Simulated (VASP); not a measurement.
Write the native input for VASP 6.6.1 that does the following.

```
Task                   : single point
Functional             : PBE
Potentials or basis    : VASP PAW PBE potentials, release 64 (Ba_sv, Ti_sv, O)
Cutoff                 : 520 eV
k mesh                 : 8 × 8 × 8
Occupations            : fermi-dirac, width 0.05 eV
Spin                   : no spin polarisation
Dipole correction      : no
Further INCAR settings : ALGO = Normal; EDIFF = 1e-06; NBANDS = 28
```

The structure of BaTiO3 lies in POSCAR:

```
BaTiO3
1.0
    4.0073000000      0.0400730000      0.0400730000
    0.0400730000      4.0073000000      0.0400730000
    0.0400730000      0.0400730000      4.0073000000
Ba Ti O
1 1 3
Direct
    0.5000000000      0.5000000000      0.5000000000
    0.0000000000      0.0000000000      0.0000000000
    0.5000000000      0.0000000000      0.0000000000
    0.0000000000      0.5000000000      0.0000000000
    0.0000000000      0.0000000000      0.5000000000
```

This cell differs from its parent crystal: equal xy, yz and zx shear strains of +2 %.

These files were run (other wordings do the same):

INCAR

```
SYSTEM = BaTiO3
PREC = Accurate
ENCUT = 520
EDIFF = 1E-6
ISMEAR = -1
SIGMA = 0.05
LREAL = .FALSE.
LASPH = .TRUE.
NELM = 60
ALGO = Normal
ISIF = 2
LWAVE = .FALSE.
LCHARG = .TRUE.
GGA = PE
LELF = .TRUE.
LVHAR = .TRUE.
NBANDS = 28
```

KPOINTS

```
regular mesh
0
G
  8 8 8
  0 0 0
```

Potentials or basis: VASP PAW PBE potentials, release 64 (Ba_sv, Ti_sv, O).

Command:

```sh
$ cat potpaw_PBE.64/Ba_sv/POTCAR potpaw_PBE.64/Ti_sv/POTCAR potpaw_PBE.64/O/POTCAR > POTCAR
$ mpirun -np 1 vasp_std > vasp.out
```

Results of the run:

```json
{
 "Pressure": "3.4 GPa",
 "Band gap on the k mesh": "1.68 eV (least direct gap 1.78 eV)"
}
```

Caveat: the cell differs from its parent crystal (equal xy, yz and zx shear strains of +2 %); the cell stands under pressure; spin-orbit coupling is left out, which moves the levels of the heavy elements.

Run time: 3.4 min on 1 thread of Intel Xeon 8259CL (shared host), peak memory 0.25 GiB.
